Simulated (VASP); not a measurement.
A run of VASP 6.6.1 is set up as follows.

The input INCAR:

```
PREC = Accurate ; ENCUT = 520
EDIFF = 1E-6 ; ISMEAR = -1
SIGMA = 0.02 ; LREAL = Auto
LASPH = T ; NELM = 120
ALGO = Normal ; ISIF = 2
LWAVE = F ; LCHARG = F
GGA = PE ; IVDW = 12
NBANDS = 69 ; GGA_COMPAT = F
```

Contents of KPOINTS:

```
regular mesh
0
Gamma
  1 1 1
```

POSCAR

```
H22CO11
1.0
    6.8746390000      0.0000000000      0.0000000000
    0.0000000000      6.8746390000      0.0000000000
    0.0000000000      0.0000000000      6.8746390000
O H C
11 22 1
Direct
    0.4747158360      0.6965747583      0.7294346656
    0.5055392727      0.1908900235      0.8588523703
    0.5093358357      0.9348272687      0.2000832335
    0.7400243125      0.0808042430      0.5193872726
    0.9035383531      0.7752261610      0.8030967153
    0.5838706585      0.5291914237      0.1051546125
    0.9398602603      0.6877015651      0.2203897543
    0.1802276454      0.4913421636      0.5908092047
    0.2900225015      0.2631556362      0.3282499634
    0.1591792674      0.9535482518      0.5034446172
   -0.0752475875      0.3094271568     -0.1566627717
    0.3923260552      0.5933111542      0.6784792627
    0.6039008012      0.6744063216      0.6823776492
    0.5846270619      0.1191917132      0.7668039005
    0.5853398266      0.3132237198      0.9008182102
    0.5000844408      0.8000565557      0.1743509732
    0.4850291048      1.0160388058      0.0819388480
    0.8760023617      0.0289906132      0.5514762302
    0.7018404894      0.0021964790      0.4087632820
    0.8234032362      0.8719585130      0.7353549765
    0.9650397643      0.7275436572      0.6890252710
    0.7022768759      0.5730191796      0.1673978808
    0.5854707425      0.6000315071     -0.0153317141
    0.9820879322      0.7234270774      0.0879027975
    1.0546590155      0.6306949354      0.2767418042
    0.0591449238      0.4758940797      0.6483831369
    0.2383397877      0.3832201225      0.5123178104
    0.3610080471      0.3713940470      0.2470238801
    0.3737359882      0.1409528559      0.3030850056
    0.2779200479      0.8826208911      0.5377009615
    0.1372144777      0.9427113191      0.3705794588
   -0.0403948484      0.0528609575     -0.0475952265
    0.1754128471      0.1456367382     -0.1886935445
    0.0277687308      0.1679797296     -0.1233519316
```

Potentials or basis: VASP PAW PBE potentials, release 64 (O, H, C).

The run is started by

```console
$ cat potpaw_PBE.64/O/POTCAR potpaw_PBE.64/H/POTCAR potpaw_PBE.64/C/POTCAR > POTCAR
$ mpirun -np 1 vasp_gam > vasp.out
```

Question: Predict the band gap on the k mesh.

Answer: 3.62 eV.

Question: Predict the largest force.

Answer: 3.601 eV/Å.

Question: What does it give for the dispersion energy per atom?

Answer: -0.038 eV.

Forces in eV/Å, atoms in the order of the input:
```
O    0.130  0.863  0.611
O    0.551  1.729  1.397
O   -0.094  2.460  0.466
O    1.957 -0.786  1.220
O   -1.168  0.356  0.365
O   -0.812 -0.358  0.579
O    0.014  0.566 -0.763
O    2.916  1.748 -1.188
O    2.403  0.706 -2.288
O    0.092 -0.097  2.758
O    0.133  0.639 -0.088
H   -0.924 -0.537 -0.194
H    0.685 -0.180 -0.326
H    0.334  0.178 -0.571
H   -1.005 -2.222 -0.563
H   -0.233 -1.619 -0.627
H    0.441 -0.560 -0.166
H   -1.225  1.061 -0.843
H   -0.466 -0.208 -0.649
H   -0.401  0.249  0.647
H    1.447 -0.782 -0.922
H    1.029 -0.122  0.487
H   -0.403  0.437 -1.174
H   -0.458 -0.138  0.136
H    0.342 -0.534  0.642
H   -2.053 -1.495  1.157
H   -0.912 -0.486  0.039
H   -0.882 -1.863  1.128
H   -0.968  1.426  0.574
H   -0.205 -0.043 -0.034
H   -0.194 -0.306 -2.362
H   -0.195 -1.311  1.237
H   -0.152  0.371  0.410
C    0.276  0.859 -1.093
```

Caveat: the k points lie up to 0.91 Å⁻¹ apart.
